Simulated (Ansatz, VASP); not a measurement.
# Ga: VASP beside Ansatz

```
Ga
1.0
     2.77842    0.00000    0.00000
     0.00000    3.28161    0.00000
    -1.34343    0.00000    3.99027
Ga
2
Direct
  0.13460 0.75000 0.77017
  0.86540 0.25000 0.22983
```

Alike in both runs: task relaxation of cell and atoms; functional LDA; k mesh 10 × 8 × 7; occupations fermi-dirac, width 0.05 eV; no spin polarisation.

|  | VASP | Ansatz |
| --- | --- | --- |
| version | VASP 6.6.1 | Ansatz 0.2.0 |
| potentials or method | VASP PAW LDA potentials, release 64 (Ga_d) | Ansatz PAW |
| plane-wave cutoff (eV) | 600 | 420 |
| valence electrons in the cell | 26 | 26 |

VASP gave:

| Item | Value |
| --- | --- |
| gap on the k mesh at the Fermi level, each at its own relaxed structure (eV) | none |
| relaxed volume (Å³/atom) | 17.40 |
| relaxed length of the cell vector where the two differ most in proportion (Å) | 2.754 |

What did Ansatz give for the same quantities?

gap on the k mesh at the Fermi level, each at its own relaxed structure (eV): none; relaxed volume (Å³/atom): 17.37; relaxed length of the cell vector where the two differ most in proportion (Å): 2.747.

LDA's correlation is that of Perdew and Zunger in VASP and of Perdew and Wang (1992) in Ansatz. A gap of «none» marks a metal or a gap that the smearing closes.

Noted on Ansatz's run: the plane-wave basis is chosen anew once the cell has moved, so the energies of steps on either side of that aren't comparable.
